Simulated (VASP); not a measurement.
# Ba2Ru (P-3m1) in VASP: single point with PBE

Aim: the single point of Ba2Ru with PBE.

All numbers are computed with VASP 6.6.1; they aren't measurements. Logs are shortened: lines on timing, memory, paths and dates and some standing lists are left out, and cuts for length are marked.

### 1 The cell of the first run

The structure is trigonal, space group P-3m1 (No. 164). Conventional cell: a = 3.998 Å, b = 3.998 Å, c = 5.542 Å, α = 90.00°, β = 90.00°, γ = 120.00°. Within 3.7 Å of Ba (site symmetry 3m) lie 3 Ru at 2.67 Å and 6 Ba at 3.54 to 3.68 Å. Ru (site symmetry -3m) has 6 Ba at 2.67 Å within 3.5 Å.

The cell was built from a structure type or drawn by symmetry, and may not be a known phase.

### 2 Single point, PBE

Input file INCAR:

```
PREC     = Accurate       # precision mode
ENCUT    = 520            # plane-wave cutoff, eV
EDIFF    = 1E-6           # SCF threshold, eV
ISMEAR   = 0              # smearing method
SIGMA    = 0.1            # smearing width, eV
LREAL    = F              # projectors in reciprocal space
LASPH    = T              # aspherical terms in the spheres
NELM     = 60             # most SCF steps
ALGO     = Fast           # electronic algorithm
ISIF     = 2              # what is computed and relaxed
LWAVE    = F              # write WAVECAR
LCHARG   = T              # write CHGCAR
GGA      = PE             # functional
LELF     = T              # ELF
LVHAR    = T            
NBANDS   = 24             # bands
```

Input file KPOINTS:

```
regular mesh
0
Gamma
  6 6 4
```

Input file POSCAR:

```
Ba2Ru
1.0
    3.9975793100      0.0000000000      0.0000000000
   -1.9987896500      3.4620052300      0.0000000000
    0.0000000000      0.0000000000      5.5423107100
Ba Ru
2 1
Direct
    0.3333333300      0.6666666700      0.2419167500
    0.6666666700      0.3333333300      0.7580832500
    0.0000000000      0.0000000000      0.0000000000
```

Potentials or basis: VASP PAW PBE potentials, release 64 (Ba_sv, Ru_pv).

Run with:

```console
cat potpaw_PBE.64/Ba_sv/POTCAR potpaw_PBE.64/Ru_pv/POTCAR > POTCAR
mpirun -np 1 vasp_std > vasp.out
```

OUTCAR:

```text
PREC = Accurate
   ENCUT = 520
   EDIFF = 1E-6
   ISMEAR = 0
   LREAL = F
   LASPH = T
   NELM = 60
   ISIF = 2
   GGA = PE

 ion  position               nearest neighbor table
   1  0.333  0.667  0.242-   3 2.67   3 2.67   3 2.67   2 3.54   2 3.54   2 3.54   2 3.68   2 3.68
                             2 3.68
   2  0.667  0.333  0.758-   3 2.67   3 2.67   3 2.67   1 3.54   1 3.54   1 3.54   1 3.68   1 3.68
                             1 3.68
   3  0.000  0.000  0.000-   1 2.67   2 2.67   1 2.67   2 2.67   2 2.67   1 2.67

  LATTYP: Found a hexagonal cell.
 ALAT       =     3.9975793100
 C/A-ratio  =     1.3864166988

  Lattice vectors:

 A1 = (   3.9975793100,   0.0000000000,   0.0000000000)
 A2 = (  -1.9987896500,   3.4620052300,   0.0000000000)
 A3 = (   0.0000000000,   0.0000000000,   5.5423107100)

Analysis of symmetry for initial positions (statically):
=====================================================================
 Subroutine PRICEL returns:
 Original cell was already a primitive cell.

 Routine SETGRP: Setting up the symmetry group for a
 hexagonal supercell.

 Subroutine GETGRP returns: Found 12 space group operations
 (whereof 12 operations were pure point group operations)
 out of a pool of 24 trial point group operations.

The static configuration has the point symmetry D_3d.

Analysis of symmetry for dynamics (positions and initial velocities):
=====================================================================
 Subroutine PRICEL returns:
 Original cell was already a primitive cell.

 Routine SETGRP: Setting up the symmetry group for a
 hexagonal supercell.

 Subroutine GETGRP returns: Found 12 space group operations
 (whereof 12 operations were pure point group operations)
 out of a pool of 24 trial point group operations.

The dynamic configuration has the point symmetry D_3d.

 Subroutine INISYM returns: Found 12 space group operations
 (whereof 12 operations are pure point group operations),
 and found     1 'primitive' translations

----------------------------------------------------------------------------------------

                                     Primitive cell
[... 85 lines left out ...]
   ICHARG =      2    charge: 1-file 2-atom 10-const
   ISPIN  =      1    spin polarized calculation?
   LNONCOLLINEAR =      F non collinear calculations
   LSORBIT =      F    spin-orbit coupling
   LASPH  =      T    aspherical Exc in radial PAW
   ENCUT  =  520.0 eV  38.22 Ry    6.18 a.u.   7.43  7.43 10.31*2*pi/ulx,y,z
   NELM   =     60;   NELMIN=  2; NELMDL= -5     # of ELM steps
   EDIFF  = 0.1E-05   stopping-criterion for ELM
   LREAL  =      F    real-space projection
   EDIFFG = 0.1E-04   stopping-criterion for IOM
   NSW    =      0    number of steps for IOM
   IBRION =     -1    ionic relax: 0-MD 1-quasi-New 2-CG
   NFREE  =      0    steps in history (QN), initial steepest desc. (CG)
   ISIF   =      2    stress and relaxation
   ISYM   =      2    0-nonsym 1-usesym 2-fastsym
   POTIM  = 0.5000    time-step for ionic-motion
   TEBEG  =    0.0;   TEEND  =   0.0 temperature during run
   PSTRESS=    0.0 pullay stress
   NELECT =      34.0000    total number of electrons
   NUPDOWN=      -1.0000    fix difference up-down
   EMIN   =  10.00;   EMAX   =-10.00  energy-range for DOS
   EFERMI =   0.00;   METHOD = LEGACY
   ISMEAR =     0;   SIGMA  =   0.10  broadening in eV -4-tet -1-fermi 0-gaus
   EFERMI_NEDOS =   21; number of points for ismear=-14 and -15
   IALGO  =     68    algorithm
   IMIX   =      4    mixing-type and parameters
     AMIX     =   0.40;   BMIX     =  1.00
     AMIX_MAG =   1.60;   BMIX_MAG =  1.00
  volume/ion in A,a.u.               =      25.57       172.54
  Fermi-wavevector in a.u.,A,eV,Ry     =   1.248234  2.358820 21.199066  1.558087
  Thomas-Fermi vector in A             =   2.382330
   LORBIT       =      0    0 simple, 1 ext, 2 COOP (PROOUT), +10 PAW based schemes
   GGA     = PE    functional components
   LHFCALC =     F    Hartree Fock is set to
   AEXX    =    0.0000 exact exchange contribution
   IVDW    =     0    specifies the selected vdW correction
   LEPSILON=     F    determine dielectric tensor
   LRPA    =     F    only Hartree local field effects (RPA)
 non-spin polarized calculation
 RMM-DIIS sequential band-by-band and
 Gauss-broadening in eV      SIGMA  =   0.10
  energy-cutoff  :      520.00
  volume of cell :       76.70
 maximum number of plane-waves:      2091
 NGX is ok and might be reduce to    30
   NGX = 15   NGY = 15   NGZ = 21

 number of electron      34.0000001 magnetization

 Free energy of the ion-electron system (eV)
  ---------------------------------------------------
  ext. energy  EPLUGINS =         0.00000000
  ---------------------------------------------------
  free energy    TOTEN  =        -8.85282686 eV

  energy without entropy =       -8.82750531  energy(sigma->0) =       -8.84016609

 E-fermi :   5.7926     XC(G=0): -10.5487

 val. band max:        5.7885662433   @ k =   0.3333  -0.0000   0.0000
 cond. band min:       5.7934858703   @ k =   0.3333   0.1667   0.5000
 fundamental gap:      0.0049196270
 Fermi energy:         5.7926253696

 k-point     1 :       0.0000    0.0000    0.0000
  band No.  band energies     occupation
      1     -35.8361      2.00000
      2     -35.8361      2.00000
      3     -35.6883      2.00000
      4     -22.1741      2.00000
      5     -21.5830      2.00000
      6      -8.7472      2.00000
[... 637 lines left out ...]
     23       9.6452      0.00000
     24      10.8135      0.00000

------------------------ aborting loop because EDIFF is reached ----------------------------------------

  FORCE on cell =-STRESS in cart. coord.  units (eV):
  Direction    XX          YY          ZZ          XY          YZ          ZX
  --------------------------------------------------------------------------------------
  -------------------------------------------------------------------------------------
  Total       12.8043681     12.8043680     10.6350621      0.0000000      0.0000000      0.0000000
  in kB      267.4564373    267.4564363    222.1441772      0.0000004      0.0000000      0.0000000
  external PRESSURE =     252.3523503 kB  Pullay stress =       0.0000000 kB

 VOLUME and BASIS-vectors are now :
 -----------------------------------------------------------------------------
  energy-cutoff  :      520.00
  volume of cell :       76.70
      direct lattice vectors                 reciprocal lattice vectors
     3.997579310  0.000000000  0.000000000     0.250151385  0.144424969  0.000000000
    -1.998789650  3.462005230  0.000000000     0.000000000  0.288849939  0.000000000
     0.000000000  0.000000000  5.542310710     0.000000000  0.000000000  0.180430159

 POSITION                                       TOTAL-FORCE (eV/Angst)
 -----------------------------------------------------------------------------------
     -0.00000      2.30800      1.34078        -0.000000      0.000000      2.272296
      1.99879      1.15400      4.20153         0.000000     -0.000000     -2.272296
      0.00000      0.00000      0.00000        -0.000000      0.000000      0.000000
 -----------------------------------------------------------------------------------
    total drift:                                0.000000     -0.000000     -0.000000

  FREE ENERGIE OF THE ION-ELECTRON SYSTEM (eV)
  ---------------------------------------------------
  free  energy   TOTEN  =        -8.8528268586 eV

  energy  without entropy=       -8.8275053136  energy(sigma->0) =       -8.84016609
```

stdout:

```text
POSCAR found type information on POSCAR BaRu
 POSCAR found :  2 types and       3 ions
 scaLAPACK will be used
 LDA part: xc-table for (Slater+PW92), standard interpolation
 POSCAR, INCAR and KPOINTS ok, starting setup
 FFT: planning ... GRIDC
 FFT: planning ... GRID_SOFT
 FFT: planning ... GRID
 WAVECAR not read
 entering main loop
```

Run time: 92 s. Hardware: 1 thread of Intel Xeon 8259CL, shared host; peak memory 0.21 GiB.

Results:

```yaml
Free_energy: -8.8528 eV
Pressure: 25.2 GPa
Largest_force: 2.272 eV/Å
Band_gap_on_the_k_mesh: zero (bands 17 and 18 overlap by 2.14 eV)
```

Forces on the atoms (eV/Å):
```
Ba   0.000  0.000  2.272
Ba   0.000  0.000 -2.272
Ru   0.000  0.000  0.000
```

Levels at points of the mesh, in eV from the Fermi level:
```tsv
k point	band 13	band 14	band 15	band 16	band 17	band 18	band 19	band 20	band 21	band 22
(0.00, 0.00, 0.00)	-2.63	-2.63	-1.78	-1.78	-1.69	-1.45	1.83	1.83	4.90	5.74
(0.50, 0.00, 0.00)	-1.99	-1.61	-0.81	-0.65	-0.28	0.36	1.33	2.31	3.51	3.62
(0.00, 0.00, 0.50)	-2.78	-2.28	-1.30	-1.30	-0.96	-0.13	1.55	1.55	2.11	4.29
(0.50, 0.00, 0.50)	-1.79	-1.79	-0.97	-0.90	-0.76	-0.23	1.06	3.16	3.78	4.43
```

Caveat: the cell stands under pressure; spin-orbit coupling is left out, which moves the levels of the heavy elements; forces of over 1 eV/Å act on the atoms, so gaps and moduli don't describe the material at rest.
